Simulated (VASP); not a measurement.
Runs of VASP 6.6.1 on Ir. The structure is that of space group Fd-3m (No. 227), or close to it. The cells are those of the table. 

```csv
task,cell,k mesh,cutoff (eV),gap on the mesh (eV),pressure (GPa)
single point,"a = 3.794 Å, angles 60.0°, 2 atoms",11 × 11 × 11,520,none,(a)
single point,"a = 4.112 Å, angles 60.0°, 2 atoms",11 × 11 × 11,520,none,-14.6
single point,"a = 3.959 Å, angles 60.0°, 2 atoms",10 × 10 × 10,520,none,-0.3
single point,"a = 4.012 Å, angles 60.0°, 2 atoms",11 × 11 × 11,520,none,-6.4
single point,"a = 3.959 Å, angles 60.0°, 2 atoms",16 × 16 × 16,520,none,-0.4
single point,"a = 4.062 Å, angles 60.0°, 2 atoms",11 × 11 × 11,520,none,-11.0
single point,"a = 3.851 Å, angles 60.0°, 2 atoms",11 × 11 × 11,520,none,(b)
single point,"a = 3.959 Å, angles 60.0°, 2 atoms",11 × 11 × 11,520,none,-0.4
relaxation of cell and atoms,"relaxed from a = 3.780 Å, angles 60.0°, 2 atoms",10 × 10 × 10,600,none,0.0
single point,"a = 3.906 Å, angles 60.0°, 2 atoms",11 × 11 × 11,520,none,7.1
```

Alike in all rows: level RPBE; potentials or basis VASP PAW PBE potentials, release 64 (Ir); no spin polarisation; smearing fermi-dirac 0.1 eV.

Q: Fill in the values left out.

A: (a) 28.9; (b) 16.8.

Caveats: the PAW data sets were made with another functional, which shifts forces and pressure a little; spin-orbit coupling is left out, which moves the levels of the heavy elements.

A k mesh can miss the band edges, and the runs leave out spin-orbit coupling on Ir.

A gap of «none» marks levels without a gap at the run's occupations.
